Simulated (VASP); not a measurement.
# Se (R-3) in VASP: a series of runs

The runs below take Se through single point, relaxation of cell and atoms, with PBE.

Everything below comes from runs of VASP 6.6.1. Logs are shortened: lines on timing, memory, paths and dates and some standing lists are left out, and cuts for length are marked.

### Step 1. The cell of the first run

The structure is trigonal, space group R-3 (No. 148). The conventional cell has a = 11.053 Å, b = 11.053 Å, c = 5.610 Å, α = 90.00°, β = 90.00°, γ = 120.00°. Se (site symmetry 1) has 2 Se at 2.40 Å within 3.2 Å.

### Step 2. Single point, PBE

Input file INCAR:

```
  PREC = Accurate
  ENCUT = 520
  EDIFF = 1E-7
  ISMEAR = -1
  SIGMA = 0.05
  LREAL = F
  LASPH = T
  NELM = 80
  ALGO = Normal
  ISIF = 2
  LWAVE = F
  LCHARG = F
  GGA = PE
  NBANDS = 27
```

Input file KPOINTS:

```
Automatic mesh
0
Gamma
  4 4 4
```

Input file POSCAR:

```
Se
1.0
    5.5265768584      3.1907706369      1.8699816938
   -5.5265768584      3.1907706369      1.8699816938
    0.0000000000     -6.3815412738      1.8699816937
Se
6
Direct
    0.2658269698      0.1381413267      0.8857777109
    0.8857777109      0.2658269698      0.1381413267
    0.1381413267      0.8857777109      0.2658269698
    0.7341730302      0.8618586733      0.1142222891
    0.1142222891      0.7341730302      0.8618586733
    0.8618586733      0.1142222891      0.7341730302
```

Potentials or basis: VASP PAW PBE potentials, release 64 (Se).

Command:

```
cat potpaw_PBE.64/Se/POTCAR > POTCAR
mpirun -np 1 vasp_std > vasp.out
```

OUTCAR:

```text
PREC = Accurate
   ENCUT = 520
   EDIFF = 1E-7
   ISMEAR = -1
   LREAL = F
   LASPH = T
   NELM = 80
   ISIF = 2
   GGA = PE

 ion  position               nearest neighbor table
   1  0.266  0.138  0.886-   6 2.40   5 2.40
   2  0.886  0.266  0.138-   6 2.40   4 2.40
   3  0.138  0.886  0.266-   5 2.40   4 2.40
   4  0.734  0.862  0.114-   3 2.40   2 2.40
   5  0.114  0.734  0.862-   3 2.40   1 2.40
   6  0.862  0.114  0.734-   2 2.40   1 2.40

  LATTYP: Found a trigonal (rhomboedric) cell.
 ALAT       =     6.6498797406
 COS(alpha) =    -0.3813853351

  Lattice vectors:

 A1 = (   5.5265768584,   3.1907706369,   1.8699816938)
 A2 = (  -5.5265768584,   3.1907706369,   1.8699816938)
 A3 = (   0.0000000000,  -6.3815412738,   1.8699816937)

Analysis of symmetry for initial positions (statically):
=====================================================================
 Subroutine PRICEL returns:
 Original cell was already a primitive cell.

 Routine SETGRP: Setting up the symmetry group for a
 trigonal (rhombohedral) supercell.

 Subroutine GETGRP returns: Found  6 space group operations
 (whereof  6 operations were pure point group operations)
 out of a pool of 12 trial point group operations.

The static configuration has the point symmetry S_6 .

Analysis of symmetry for dynamics (positions and initial velocities):
=====================================================================
 Subroutine PRICEL returns:
 Original cell was already a primitive cell.

 Routine SETGRP: Setting up the symmetry group for a
 trigonal (rhombohedral) supercell.

 Subroutine GETGRP returns: Found  6 space group operations
 (whereof  6 operations were pure point group operations)
 out of a pool of 12 trial point group operations.

The dynamic configuration has the point symmetry S_6 .

 Subroutine INISYM returns: Found  6 space group operations
 (whereof  6 operations are pure point group operations),
 and found     1 'primitive' translations

----------------------------------------------------------------------------------------

                                     Primitive cell

  volume of cell :     197.8520

  direct lattice vectors                    reciprocal lattice vectors
     5.526576858  3.190770637  1.869981694     0.090471916  0.052233985  0.178254864
    -5.526576858  3.190770637  1.869981694    -0.090471916  0.052233985  0.178254864
     0.000000000 -6.381541274  1.869981694     0.000000000 -0.104467971  0.178254864

  length of vectors
     6.649879741  6.649879741  6.649879741     0.206611601  0.206611601  0.206611601

  position of ions in fractional coordinates (direct lattice)
     0.265826970  0.138141327  0.885777711
     0.885777711  0.265826970  0.138141327
     0.138141327  0.885777711  0.265826970
     0.734173030  0.861858673  0.114222289
     0.114222289  0.734173030  0.861858673
     0.861858673  0.114222289  0.734173030

  ion indices of the primitive-cell ions
   primitive index   ion index
                 1           1
                 2           2
                 3           3
                 4           4
                 5           5
                 6           6

----------------------------------------------------------------------------------------

 KPOINTS: Automatic mesh

Automatic generation of k-mesh.
 Grid dimensions read from file:
 generate k-points for:    4    4    4

 Generating k-lattice:

  Cartesian coordinates                     Fractional coordinates (reciprocal lattice)
     0.022617979  0.013058496  0.044563716     0.250000000 -0.000000000  0.000000000
    -0.022617979  0.013058496  0.044563716    -0.000000000  0.250000000  0.000000000
     0.000000000 -0.026116993  0.044563716     0.000000000  0.000000000  0.250000000

  Length of vectors
     0.051652900  0.051652900  0.051652900

  Shift w.r.t. Gamma in fractional coordinates (k-lattice)
     0.000000000  0.000000000  0.000000000

 Subroutine IBZKPT returns following result:
 ===========================================

 Found     14 irreducible k-points:

 Following reciprocal coordinates:
            Coordinates               Weight
  0.000000  0.000000  0.000000      1.000000
  0.250000 -0.000000  0.000000      6.000000
  0.500000 -0.000000  0.000000      3.000000
  0.250000  0.250000  0.000000      6.000000
  0.500000  0.250000  0.000000      6.000000
  0.500000 -0.000000 -0.250000      6.000000
 -0.250000  0.250000  0.000000      6.000000
  0.500000  0.500000  0.000000      3.000000
  0.250000  0.250000  0.250000      2.000000
  0.500000  0.250000  0.250000      6.000000
 -0.250000  0.250000  0.250000      6.000000
  0.500000  0.500000  0.250000      6.000000
 -0.250000  0.500000  0.250000      6.000000
  0.500000  0.500000  0.500000      1.000000
   k-points           NKPTS =     14   k-points in BZ     NKDIM =     14   number of bands    NBANDS=     27
   number of dos      NEDOS =    301   number of ions     NIONS =      6
   total plane-waves  NPLWV = 125000
   dimension x,y,z NGX =    50 NGY =   50 NGZ =   50
   dimension x,y,z NGXF=   100 NGYF=  100 NGZF=  100
   ions per type =               6
   NGX,Y,Z   is equivalent  to a cutoff of  12.50, 12.50, 12.50 a.u.
   NGXF,Y,Z  is equivalent  to a cutoff of  25.00, 25.00, 25.00 a.u.
 SYSTEM =  unknown system
   PREC   = accura    normal or accurate (medium, high low for compatibility)
   ISTART =      0    job   : 0-new  1-cont  2-samecut
   ICHARG =      2    charge: 1-file 2-atom 10-const
   ISPIN  =      1    spin polarized calculation?
   LNONCOLLINEAR =      F non collinear calculations
   LSORBIT =      F    spin-orbit coupling
   LASPH  =      T    aspherical Exc in radial PAW
   ENCUT  =  520.0 eV  38.22 Ry    6.18 a.u.  12.36 12.36 12.36*2*pi/ulx,y,z
   NELM   =     80;   NELMIN=  2; NELMDL= -5     # of ELM steps
   EDIFF  = 0.1E-06   stopping-criterion for ELM
   LREAL  =      F    real-space projection
   EDIFFG = 0.1E-05   stopping-criterion for IOM
   NSW    =      0    number of steps for IOM
   IBRION =     -1    ionic relax: 0-MD 1-quasi-New 2-CG
   NFREE  =      0    steps in history (QN), initial steepest desc. (CG)
   ISIF   =      2    stress and relaxation
   ISYM   =      2    0-nonsym 1-usesym 2-fastsym
   POTIM  = 0.5000    time-step for ionic-motion
   TEBEG  =    0.0;   TEEND  =   0.0 temperature during run
   PSTRESS=    0.0 pullay stress
   NELECT =      36.0000    total number of electrons
   NUPDOWN=      -1.0000    fix difference up-down
   EMIN   =  10.00;   EMAX   =-10.00  energy-range for DOS
   EFERMI =   0.00;   METHOD = LEGACY
   ISMEAR =    -1;   SIGMA  =   0.05  broadening in eV -4-tet -1-fermi 0-gaus
   EFERMI_NEDOS =   21; number of points for ismear=-14 and -15
   IALGO  =     38    algorithm
   IMIX   =      4    mixing-type and parameters
     AMIX     =   0.40;   BMIX     =  1.00
     AMIX_MAG =   1.60;   BMIX_MAG =  1.00
  volume/ion in A,a.u.               =      32.98       222.53
  Fermi-wavevector in a.u.,A,eV,Ry     =   0.927674  1.753050 11.708897  0.860580
  Thomas-Fermi vector in A             =   2.053769
   LORBIT       =      0    0 simple, 1 ext, 2 COOP (PROOUT), +10 PAW based schemes
   GGA     = PE    functional components
   LHFCALC =     F    Hartree Fock is set to
   AEXX    =    0.0000 exact exchange contribution
   IVDW    =     0    specifies the selected vdW correction
   LEPSILON=     F    determine dielectric tensor
   LRPA    =     F    only Hartree local field effects (RPA)
 non-spin polarized calculation
  energy-cutoff  :      520.00
  volume of cell :      197.85
 maximum number of plane-waves:      5365
 NGX is ok and might be reduce to    50
   NGX = 25   NGY = 25   NGZ = 25

 number of electron      36.0000002 magnetization

 Free energy of the ion-electron system (eV)
  ---------------------------------------------------
  ext. energy  EPLUGINS =         0.00000000
  ---------------------------------------------------
  free energy    TOTEN  =       -20.89921828 eV

  energy without entropy =      -20.89921822  energy(sigma->0) =      -20.89921825

 E-fermi :   1.5623     XC(G=0):  -7.8447

 val. band max:        0.7662745959   @ k =   0.5000  -0.0000   0.0000
 cond. band min:       2.3751860296   @ k =  -0.2500   0.2500   0.2500
 fundamental gap:      1.6089114337
 Fermi energy:         1.5623431269

 k-point     1 :       0.0000    0.0000    0.0000
  band No.  band energies     occupation
      1     -14.3220      2.00000
      2     -12.7601      2.00000
      3     -12.7601      2.00000
      4     -10.5655      2.00000
      5     -10.5655      2.00000
      6      -9.2911      2.00000
[... 19 lines left out ...]
     26       7.3022      0.00000
     27       7.3022      0.00000

 k-point     2 :       0.2500   -0.0000    0.0000
  band No.  band energies     occupation
      1     -14.2388      2.00000
      2     -12.9056      2.00000
      3     -12.7704      2.00000
      4     -10.6606      2.00000
      5     -10.4372      2.00000
      6      -9.2302      2.00000
[... 19 lines left out ...]
     26       7.4256      0.00000
     27       7.6430      0.00000

 k-point     3 :       0.5000   -0.0000    0.0000
  band No.  band energies     occupation
      1     -14.1382      2.00000
      2     -13.0613      2.00000
      3     -12.7811      2.00000
      4     -10.7422      2.00000
      5     -10.3120      2.00000
      6      -9.1911      2.00000
[... 294 lines left out ...]
      1     -14.0380      2.00000
      2     -13.0747      2.00000
      3     -12.9173      2.00000
      4     -10.7275      2.00000
      5     -10.5514      2.00000
      6      -8.8352      2.00000
[... 19 lines left out ...]
     26       7.8467      0.00000
     27       8.6236      0.00000

 k-point    14 :       0.5000    0.5000    0.5000
  band No.  band energies     occupation
      1     -13.9053      2.00000
      2     -13.0880      2.00000
      3     -13.0880      2.00000
      4     -10.7127      2.00000
      5     -10.7127      2.00000
      6      -8.5498      2.00000
[... 19 lines left out ...]
     26       8.4118      0.00000
     27       8.4118      0.00000

------------------------ aborting loop because EDIFF is reached ----------------------------------------

  FORCE on cell =-STRESS in cart. coord.  units (eV):
  Direction    XX          YY          ZZ          XY          YZ          ZX
  --------------------------------------------------------------------------------------
  -------------------------------------------------------------------------------------
  Total        0.1498407      0.1498407      0.0873534      0.0000003      0.0000000      0.0000000
  in kB        1.2133885      1.2133885      0.7073752      0.0000022      0.0000000      0.0000000
  external PRESSURE =       1.0447174 kB  Pullay stress =       0.0000000 kB

 VOLUME and BASIS-vectors are now :
 -----------------------------------------------------------------------------
  energy-cutoff  :      520.00
  volume of cell :      197.85
      direct lattice vectors                 reciprocal lattice vectors
     5.526576858  3.190770637  1.869981694     0.090471916  0.052233985  0.178254864
    -5.526576858  3.190770637  1.869981694    -0.090471916  0.052233985  0.178254864
     0.000000000 -6.381541274  1.869981694     0.000000000 -0.104467971  0.178254864

 POSITION                                       TOTAL-FORCE (eV/Angst)
 -----------------------------------------------------------------------------------
      0.70566     -4.36366      2.41180         0.006164      0.019663      0.024640
      3.42621      2.79295      2.41180        -0.020111     -0.004493      0.024640
     -4.13187      1.57071      2.41180         0.013947     -0.015170      0.024640
     -0.70566      4.36366      3.19814        -0.006164     -0.019663     -0.024640
     -3.42621     -2.79295      3.19814         0.020111      0.004493     -0.024640
      4.13187     -1.57071      3.19814        -0.013947      0.015170     -0.024640
 -----------------------------------------------------------------------------------
    total drift:                                0.000000     -0.000000      0.000000

  FREE ENERGIE OF THE ION-ELECTRON SYSTEM (eV)
  ---------------------------------------------------
  free  energy   TOTEN  =       -20.8992182838 eV

  energy  without entropy=      -20.8992182210  energy(sigma->0) =      -20.89921825
```

Run time: 2.4 min. Hardware: 1 thread of Oxide Virtual Turin-like, shared host; peak memory 0.31 GiB.

What came out:

| Item | Value |
| --- | --- |
| Free energy | -20.8992 eV |
| Pressure | 0.1 GPa |
| Largest force | 0.032 eV/Å |
| Band gap on the k mesh | 1.61 eV (least direct gap 1.65 eV) |

Forces on the atoms (eV/Å):
```
Se   0.006  0.020  0.025
Se  -0.020 -0.004  0.025
Se   0.014 -0.015  0.025
Se  -0.006 -0.020 -0.025
Se   0.020  0.004 -0.025
Se  -0.014  0.015 -0.025
```

Caveat: this functional lacks dispersion, which holds the molecules together, so the pressure and a relaxed volume are unreliable.

[end of part 1 of 2]
